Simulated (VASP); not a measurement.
NaH, 2 atoms in the cell. Symmetry: Fm-3m, No. 225, cubic system. Conventional cell: a = 4.880 Å, b = 4.880 Å, c = 4.880 Å, α = 90.00°, β = 90.00°, γ = 90.00°. Within 3.2 Å of Na (site symmetry m-3m) lie 6 H at 2.44 Å. H (site symmetry m-3m) has 6 Na at 2.44 Å within 3.2 Å. 

```yaml
Program: VASP 6.6.1
Task: single point
Functional: PBE-based screened hybrid with 5 % exact exchange
Potentials_or_basis: VASP PAW PBE potentials, release 64 (Na_pv, H)
Cutoff: 520 eV
k_mesh: 5 × 5 × 5
Occupations: fermi-dirac, width 0.05 eV
Spin: no spin polarisation
Dipole_correction: no
Grid_for_exact_exchange_PRECFOCK: Normal
Share_of_exact_exchange: 0.05
Further_INCAR_settings: ALGO = Normal; EDIFF = 1e-06; NBANDS = 11
Screening_parameter: 0.2 1/Å
```

Potentials or basis: VASP PAW PBE potentials, release 64 (Na_pv, H).

Run with:

```bash
$ cat potpaw_PBE.64/Na_pv/POTCAR potpaw_PBE.64/H/POTCAR > POTCAR
$ cp INCAR.step1 INCAR
$ mpirun -np 1 vasp_std > vasp.out
$ cp INCAR.step2 INCAR
$ mpirun -np 1 vasp_std > vasp.out
```

Hardware: 1 thread of Intel Xeon 8259CL (shared host).

**Question.** Estimate the wall time of this run.

**Answer.** It took 110 s on 1 thread of Intel Xeon 8259CL, with other jobs on the host, peak memory 0.25 GiB. Counts: k points 10.
